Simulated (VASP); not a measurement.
Here is a VASP 6.6.1 calculation.

Contents of INCAR:

```
PREC = Accurate
ENCUT = 520
EDIFF = 1E-6
ISMEAR = 0
SIGMA = 0.02
LREAL = Auto
LASPH = T
NELM = 80
ALGO = Normal
ISIF = 2
LWAVE = F
LCHARG = F
GGA = PS
NBANDS = 53
```

Contents of KPOINTS:

```
regular mesh
0
Gamma
  2 2 2
```

POSCAR

```
Si16Ge
1.0
    0.0000000000      5.4300000000      5.4300000000
    5.4300000000      0.0000000000      5.4300000000
    5.4300000000      5.4300000000      0.0000000000
Si Ge
16 1
Direct
    0.0753823204     -0.0254123389     -0.0253865562
    0.1323015654      0.1302104052      0.1299579190
   -0.0166007366      0.0142051565      0.5007057090
    0.1321679558      0.1301639042      0.6067508287
   -0.0166268877      0.5009441989      0.0141497238
    0.1321752302      0.6067437385      0.1302923573
   -0.0167633517      0.5009095764      0.5010283610
    0.0661430018      0.6444376611      0.6443785451
    0.5065941989      0.0173724678      0.0168186924
    0.6969232965      0.1008139042      0.1008181400
    0.5064955801      0.0171186004      0.4585721915
    0.6110730203      0.1517514733      0.6180623389
    0.5064965930      0.4585536832      0.0173045120
    0.6110472376      0.6184814917      0.1516744936
    0.4407227440      0.5195732044      0.5195043278
    0.6109123389      0.6182825046      0.6184519337
    0.5113748619      0.8293360037      0.8293500000
```

Potentials or basis: VASP PAW PBE potentials, release 64 (Si, Ge_d).

Launch:

```console
$ cat potpaw_PBE.64/Si/POTCAR potpaw_PBE.64/Ge_d/POTCAR > POTCAR
$ mpirun -np 1 vasp_std > vasp.out
```

(1) Estimate the largest force.

(2) Predict the band gap on the k mesh.

(3) Predict the pressure.

Answers

(1) 0.142 eV/Å.

(2) zero (band 39 reaches 6.61 eV, above the bottom of band 40 at 6.58 eV).

(3) 3.4 GPa.

Caveat: the k points lie up to 0.50 Å⁻¹ apart; the PAW data sets were made with another functional, which shifts forces and pressure a little.
